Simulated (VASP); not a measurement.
# BaF2 (Fm-3m) in VASP: notebook

Runs on BaF2. Level: PBE. Tasks: single point, relaxation of cell and atoms.

Program: VASP 6.6.1. These are calculated values, not measurements. Logs are shortened: lines on timing, memory, paths and dates and some standing lists are left out, and cuts for length are marked.

**1. The cell of the first run**

Symmetry: Fm-3m, No. 225, cubic system. The conventional cell has a = 6.246 Å, b = 6.246 Å, c = 6.246 Å, α = 90.00°, β = 90.00°, γ = 90.00°. Ba (site symmetry m-3m) has 8 F at 2.70 Å within 3.6 Å. F (site symmetry -43m) has 4 Ba at 2.70 Å and 6 F at 3.12 Å within 3.6 Å.

**2. Single point, PBE**

The input, INCAR:

```
  ALGO = Normal
  EDIFF = 1E-6
  ENCUT = 600
  GGA = PE
  GGA_COMPAT = F
  ISIF = 2
  ISMEAR = -1
  LASPH = T
  LCHARG = F
  LREAL = F
  LWAVE = F
  NBANDS = 19
  NELM = 120
  PREC = Accurate
  SIGMA = 0.02
```

The input, KPOINTS:

```
k-points
0
Gamma
  7 7 7
```

The input, POSCAR:

```
BaF2
1.0
    0.0000000000      3.1230132130      3.1230132130
    3.1230132130      0.0000000000      3.1230132130
    3.1230132130      3.1230132130      0.0000000000
Ba F
1 2
Direct
    0.0000000000      0.0000000000      0.0000000000
    0.2500000000      0.2500000000      0.2500000000
    0.7500000000      0.7500000000      0.7500000000
```

Potentials or basis: VASP PAW PBE potentials, release 64 (Ba_sv, F).

On the command line:

```console
$ cat potpaw_PBE.64/Ba_sv/POTCAR potpaw_PBE.64/F/POTCAR > POTCAR
$ mpirun -np 1 vasp_std > vasp.out
```

OUTCAR:

```text
EDIFF = 1E-6
   ENCUT = 600
   GGA = PE
   ISIF = 2
   ISMEAR = -1
   LASPH = T
   LREAL = F
   NELM = 120
   PREC = Accurate

 ion  position               nearest neighbor table
   1  0.000  0.000  0.000-   3 2.70   3 2.70   3 2.70   2 2.70   3 2.70   2 2.70   2 2.70   2 2.70

   2  0.250  0.250  0.250-   1 2.70   1 2.70   1 2.70   1 2.70
   3  0.750  0.750  0.750-   1 2.70   1 2.70   1 2.70   1 2.70

  LATTYP: Found a face centered cubic cell.
 ALAT       =     6.2460264260

  Lattice vectors:

 A1 = (   0.0000000000,   3.1230132130,   3.1230132130)
 A2 = (   3.1230132130,   0.0000000000,   3.1230132130)
 A3 = (   3.1230132130,   3.1230132130,   0.0000000000)

Analysis of symmetry for initial positions (statically):
=====================================================================
 Subroutine PRICEL returns:
 Original cell was already a primitive cell.

 Routine SETGRP: Setting up the symmetry group for a
 face centered cubic supercell.

 Subroutine GETGRP returns: Found 48 space group operations
 (whereof 48 operations were pure point group operations)
 out of a pool of 48 trial point group operations.

The static configuration has the point symmetry O_h .

Analysis of symmetry for dynamics (positions and initial velocities):
=====================================================================
 Subroutine PRICEL returns:
 Original cell was already a primitive cell.

 Routine SETGRP: Setting up the symmetry group for a
 face centered cubic supercell.

 Subroutine GETGRP returns: Found 48 space group operations
 (whereof 48 operations were pure point group operations)
 out of a pool of 48 trial point group operations.

The dynamic configuration has the point symmetry O_h .

 Subroutine INISYM returns: Found 48 space group operations
 (whereof 48 operations are pure point group operations),
 and found     1 'primitive' translations

----------------------------------------------------------------------------------------

                                     Primitive cell

  volume of cell :      60.9188

  direct lattice vectors                    reciprocal lattice vectors
     0.000000000  3.123013213  3.123013213    -0.160101788  0.160101788  0.160101788
     3.123013213  0.000000000  3.123013213     0.160101788 -0.160101788  0.160101788
     3.123013213  3.123013213  0.000000000     0.160101788  0.160101788 -0.160101788

  length of vectors
     4.416607641  4.416607641  4.416607641     0.277304432  0.277304432  0.277304432

  position of ions in fractional coordinates (direct lattice)
     0.000000000  0.000000000  0.000000000
     0.250000000  0.250000000  0.250000000
     0.750000000  0.750000000  0.750000000

  ion indices of the primitive-cell ions
   primitive index   ion index
                 1           1
                 2           2
                 3           3

----------------------------------------------------------------------------------------

 KPOINTS: k-points

Automatic generation of k-mesh.
 Grid dimensions read from file:
 generate k-points for:    7    7    7

 Generating k-lattice:

  Cartesian coordinates                     Fractional coordinates (reciprocal lattice)
    -0.022871684  0.022871684  0.022871684     0.142857143  0.000000000  0.000000000
     0.022871684 -0.022871684  0.022871684     0.000000000  0.142857143  0.000000000
     0.022871684  0.022871684 -0.022871684     0.000000000  0.000000000  0.142857143

  Length of vectors
     0.039614919  0.039614919  0.039614919

  Shift w.r.t. Gamma in fractional coordinates (k-lattice)
     0.000000000  0.000000000  0.000000000

 Subroutine IBZKPT returns following result:
 ===========================================

 Found     20 irreducible k-points:

 Following reciprocal coordinates:
            Coordinates               Weight
  0.000000  0.000000  0.000000      1.000000
  0.142857  0.000000  0.000000      8.000000
  0.285714  0.000000  0.000000      8.000000
  0.428571  0.000000  0.000000      8.000000
  0.142857  0.142857  0.000000      6.000000
  0.285714  0.142857  0.000000     24.000000
[... 12 lines left out ...]
 -0.428571  0.428571  0.142857     24.000000
 -0.285714  0.428571  0.142857     24.000000
   k-points           NKPTS =     20   k-points in BZ     NKDIM =     20   number of bands    NBANDS=     19
   number of dos      NEDOS =    301   number of ions     NIONS =      3
   total plane-waves  NPLWV =  46656
   dimension x,y,z NGX =    36 NGY =   36 NGZ =   36
   dimension x,y,z NGXF=    72 NGYF=   72 NGZF=   72
   ions per type =               1   2
   NGX,Y,Z   is equivalent  to a cutoff of  13.55, 13.55, 13.55 a.u.
   NGXF,Y,Z  is equivalent  to a cutoff of  27.10, 27.10, 27.10 a.u.
 SYSTEM =  unknown system
   PREC   = accura    normal or accurate (medium, high low for compatibility)
   ISTART =      0    job   : 0-new  1-cont  2-samecut
   ICHARG =      2    charge: 1-file 2-atom 10-const
   ISPIN  =      1    spin polarized calculation?
   LNONCOLLINEAR =      F non collinear calculations
   LSORBIT =      F    spin-orbit coupling
   LASPH  =      T    aspherical Exc in radial PAW
   ENCUT  =  600.0 eV  44.10 Ry    6.64 a.u.   8.82  8.82  8.82*2*pi/ulx,y,z
   NELM   =    120;   NELMIN=  2; NELMDL= -5     # of ELM steps
   EDIFF  = 0.1E-05   stopping-criterion for ELM
   LREAL  =      F    real-space projection
   EDIFFG = 0.1E-04   stopping-criterion for IOM
   NSW    =      0    number of steps for IOM
   IBRION =     -1    ionic relax: 0-MD 1-quasi-New 2-CG
   NFREE  =      0    steps in history (QN), initial steepest desc. (CG)
   ISIF   =      2    stress and relaxation
   ISYM   =      2    0-nonsym 1-usesym 2-fastsym
   POTIM  = 0.5000    time-step for ionic-motion
   TEBEG  =    0.0;   TEEND  =   0.0 temperature during run
   PSTRESS=    0.0 pullay stress
   NELECT =      24.0000    total number of electrons
   NUPDOWN=      -1.0000    fix difference up-down
   EMIN   =  10.00;   EMAX   =-10.00  energy-range for DOS
   EFERMI =   0.00;   METHOD = LEGACY
   ISMEAR =    -1;   SIGMA  =   0.02  broadening in eV -4-tet -1-fermi 0-gaus
   EFERMI_NEDOS =   21; number of points for ismear=-14 and -15
   IALGO  =     38    algorithm
   IMIX   =      4    mixing-type and parameters
     AMIX     =   0.40;   BMIX     =  1.00
     AMIX_MAG =   1.60;   BMIX_MAG =  1.00
  volume/ion in A,a.u.               =      20.31       137.03
  Fermi-wavevector in a.u.,A,eV,Ry     =   1.200129  2.267916 19.596617  1.440311
  Thomas-Fermi vector in A             =   2.335974
   LORBIT       =      0    0 simple, 1 ext, 2 COOP (PROOUT), +10 PAW based schemes
   GGA     = PE    functional components
   LHFCALC =     F    Hartree Fock is set to
   AEXX    =    0.0000 exact exchange contribution
   IVDW    =     0    specifies the selected vdW correction
   LEPSILON=     F    determine dielectric tensor
   LRPA    =     F    only Hartree local field effects (RPA)
 non-spin polarized calculation
  energy-cutoff  :      600.00
  volume of cell :       60.92
 maximum number of plane-waves:      2085
   NGX = 17   NGY = 17   NGZ = 17

 number of electron      24.0000013 magnetization

 Free energy of the ion-electron system (eV)
  ---------------------------------------------------
  ext. energy  EPLUGINS =         0.00000000
  ---------------------------------------------------
  free energy    TOTEN  =       -17.12829272 eV

  energy without entropy =      -17.12829272  energy(sigma->0) =      -17.12829272

 E-fermi :  -1.7120     XC(G=0):  -8.5997

 val. band max:       -2.1794275028   @ k =   0.4286   0.2857   0.1429
 cond. band min:       4.5065494695   @ k =   0.0000   0.0000   0.0000
 fundamental gap:      6.6859769723
 Fermi energy:        -1.7119817685

 k-point     1 :       0.0000    0.0000    0.0000
  band No.  band energies     occupation
      1     -25.3198      2.00000
      2     -21.0596      2.00000
      3     -21.0385      2.00000
      4     -10.1872      2.00000
      5     -10.1872      2.00000
      6     -10.1872      2.00000
[... 11 lines left out ...]
     18       9.0489      0.00000
     19      13.1359      0.00000

 k-point     2 :       0.1429    0.0000    0.0000
  band No.  band energies     occupation
      1     -25.2865      2.00000
      2     -21.0849      2.00000
      3     -21.0728      2.00000
      4     -10.2201      2.00000
      5     -10.2154      2.00000
      6     -10.2154      2.00000
[... 11 lines left out ...]
     18       9.0684      0.00000
     19      12.3113      0.00000

 k-point     3 :       0.2857    0.0000    0.0000
  band No.  band energies     occupation
      1     -25.2090      2.00000
      2     -21.1864      2.00000
      3     -21.1083      2.00000
      4     -10.2856      2.00000
      5     -10.2769      2.00000
      6     -10.2769      2.00000
[... 11 lines left out ...]
     18       9.1388      0.00000
     19      11.2680      0.00000

 k-point     4 :       0.4286    0.0000    0.0000
  band No.  band energies     occupation
      1     -25.1437      2.00000
      2     -21.2731      2.00000
      3     -21.1352      2.00000
      4     -10.3310      2.00000
      5     -10.3245      2.00000
      6     -10.3245      2.00000
[... 11 lines left out ...]
     18       9.2305      0.00000
     19      11.3481      0.00000

 k-point     5 :       0.1429    0.1429    0.0000
  band No.  band energies     occupation
      1     -25.2754      2.00000
      2     -21.0956      2.00000
      3     -21.0818      2.00000
      4     -10.2585      2.00000
      5     -10.2585      2.00000
      6     -10.1632      2.00000
[... 11 lines left out ...]
     18       9.1253      0.00000
     19      13.1145      0.00000
[... 246 lines left out ...]
      2     -21.2320      2.00000
      3     -21.1612      2.00000
      4     -10.4056      2.00000
      5     -10.3740      2.00000
      6     -10.1904      2.00000
[... 11 lines left out ...]
     18       9.6587      0.00000
     19      12.0461      0.00000

 k-point    18 :      -0.4286    0.2857    0.1429
  band No.  band energies     occupation
      1     -25.1021      2.00000
      2     -21.2699      2.00000
      3     -21.2094      2.00000
      4     -10.4646      2.00000
      5     -10.3453      2.00000
      6     -10.2657      2.00000
[... 11 lines left out ...]
     18      10.3993      0.00000
     19      11.6772      0.00000

 k-point    19 :      -0.4286    0.4286    0.1429
  band No.  band energies     occupation
      1     -25.0799      2.00000
      2     -21.3113      2.00000
      3     -21.2044      2.00000
      4     -10.5339      2.00000
      5     -10.4393      2.00000
      6     -10.1452      2.00000
[... 11 lines left out ...]
     18      10.9219      0.00000
     19      12.3948      0.00000

 k-point    20 :      -0.2857    0.4286    0.1429
  band No.  band energies     occupation
      1     -25.0741      2.00000
      2     -21.2800      2.00000
      3     -21.2465      2.00000
      4     -10.5350      2.00000
      5     -10.3534      2.00000
      6     -10.2448      2.00000
[... 11 lines left out ...]
     18      11.5840      0.00000
     19      12.4103      0.00000

------------------------ aborting loop because EDIFF is reached ----------------------------------------

  FORCE on cell =-STRESS in cart. coord.  units (eV):
  Direction    XX          YY          ZZ          XY          YZ          ZX
  --------------------------------------------------------------------------------------
  -------------------------------------------------------------------------------------
  Total        0.3457928      0.3457928      0.3457928     -0.0000000      0.0000000     -0.0000000
  in kB        9.0944205      9.0944205      9.0944205     -0.0000000      0.0000000     -0.0000000
  external PRESSURE =       9.0944205 kB  Pullay stress =       0.0000000 kB

 VOLUME and BASIS-vectors are now :
 -----------------------------------------------------------------------------
  energy-cutoff  :      600.00
  volume of cell :       60.92
      direct lattice vectors                 reciprocal lattice vectors
     0.000000000  3.123013213  3.123013213    -0.160101788  0.160101788  0.160101788
     3.123013213  0.000000000  3.123013213     0.160101788 -0.160101788  0.160101788
     3.123013213  3.123013213  0.000000000     0.160101788  0.160101788 -0.160101788

 POSITION                                       TOTAL-FORCE (eV/Angst)
 -----------------------------------------------------------------------------------
      0.00000      0.00000      0.00000         0.000000     -0.000000      0.000000
      1.56151      1.56151      1.56151         0.000000      0.000000      0.000000
      4.68452      4.68452      4.68452        -0.000000     -0.000000     -0.000000
 -----------------------------------------------------------------------------------
    total drift:                                0.000000      0.000000      0.000000

  FREE ENERGIE OF THE ION-ELECTRON SYSTEM (eV)
  ---------------------------------------------------
  free  energy   TOTEN  =       -17.1282927235 eV

  energy  without entropy=      -17.1282927235  energy(sigma->0) =      -17.12829272
```

It took 48 s on 1 thread of Oxide Virtual Turin-like, shared host; peak memory 0.18 GiB.

What came out:

| Property | Result |
| --- | --- |
| Free energy | -17.1283 eV |
| Pressure | 0.9 GPa |
| Band gap on the k mesh | 6.69 eV (least direct gap 6.73 eV) |

Caveat: spin-orbit coupling is left out, which moves the levels of the heavy elements; an odd mesh through Γ misses points on the zone boundary, where band edges can lie.

**3. Single point, PBE**

The input, INCAR:

```
SYSTEM = BaF2
ALGO     = Normal         ! electronic algorithm
EDIFF    = 1E-6           ! SCF threshold, eV
ENCUT    = 600            ! plane-wave cutoff, eV
GGA      = PE             ! functional
GGA_COMPAT= .FALSE.      
ISIF     = 2              ! what is computed and relaxed
ISMEAR   = -1             ! smearing method
LASPH    = .TRUE.         ! aspherical terms in the spheres
LCHARG   = .FALSE.        ! write CHGCAR
LREAL    = .FALSE.        ! projectors in reciprocal space
LWAVE    = .FALSE.        ! write WAVECAR
NBANDS   = 19             ! bands
NELM     = 120            ! most SCF steps
PREC     = Accurate       ! precision mode
SIGMA    = 0.02           ! smearing width, eV
```

The input, KPOINTS:

```
k-points
0
G
  7 7 7
  0 0 0
```

POSCAR is that of step 2.

Potentials or basis: VASP PAW PBE potentials, release 64 (Ba_sv, F).

On the command line:

```console
$ cat potpaw_PBE.64/Ba_sv/POTCAR potpaw_PBE.64/F/POTCAR > POTCAR
$ mpirun -np 1 vasp_std > vasp.out
```

It took 47 s on 1 thread of Oxide Virtual Turin-like, shared host; peak memory 0.18 GiB.

It converged, with:

```yaml
Free_energy: -17.1283 eV
Pressure: 0.9 GPa
Band_gap_on_the_k_mesh: 6.69 eV (least direct gap 6.73 eV)
```

Levels at points of the mesh, in eV from the valence-band top:
| k point | band 10 | band 11 | band 12 | band 13 | band 14 | band 15 |
| --- | --- | --- | --- | --- | --- | --- |
| (0.00, 0.00, 0.00) | -0.05 | -0.05 | -0.05 | 6.69 | 9.12 | 9.12 |

Caveat: spin-orbit coupling is left out, which moves the levels of the heavy elements; an odd mesh through Γ misses points on the zone boundary, where band edges can lie.

**4. Single point, PBE**

This run uses another cell than the first one, of 20.50 Å³/atom.

The input, INCAR:

```
SYSTEM = BaF2
ALGO = Normal
EDIFF = 1E-6
ENCUT = 600
GGA = PE
GGA_COMPAT = .False.
ISIF = 2
ISMEAR = -1
LASPH = .True.
LCHARG = .True.
LELF = .True.
LREAL = .False.
LVHAR = .True.
LWAVE = .False.
NBANDS = 19
NELM = 120
PREC = Accurate
SIGMA = 0.02
```

The input, KPOINTS:

```
k-points
0
Gamma
  7 7 7
  0 0 0
```

The input, POSCAR:

```
BaF2
1.0
    0.0000000000      3.1330521728      3.1330521728
    3.1330521728      0.0000000000      3.1330521728
    3.1330521728      3.1330521728      0.0000000000
Ba F
1 2
Direct
    0.0000000000      0.0000000000      0.0000000000
    0.2500000000      0.2500000000      0.2500000000
    0.7500000000      0.7500000000      0.7500000000
```

On the command line:

```console
$ cat potpaw_PBE.64/Ba_sv/POTCAR potpaw_PBE.64/F/POTCAR > POTCAR
$ mpirun -np 1 vasp_std > vasp.out
```

Wall time 48 s (1 thread of Oxide Virtual Turin-like, shared host); peak memory 0.18 GiB.

The run converged. Its results:

```
Free energy            : -17.1316 eV
Pressure               : 0.4 GPa
Band gap on the k mesh : 6.64 eV (least direct gap 6.69 eV)
```

Levels at points of the mesh, in eV from the valence-band top:
```tsv
k point	band 10	band 11	band 12	band 13	band 14	band 15
(0.00, 0.00, 0.00)	-0.04	-0.04	-0.04	6.64	9.08	9.08
```

Caveat: spin-orbit coupling is left out, which moves the levels of the heavy elements; an odd mesh through Γ misses points on the zone boundary, where band edges can lie.

(Part 1 of 2 ends here.)
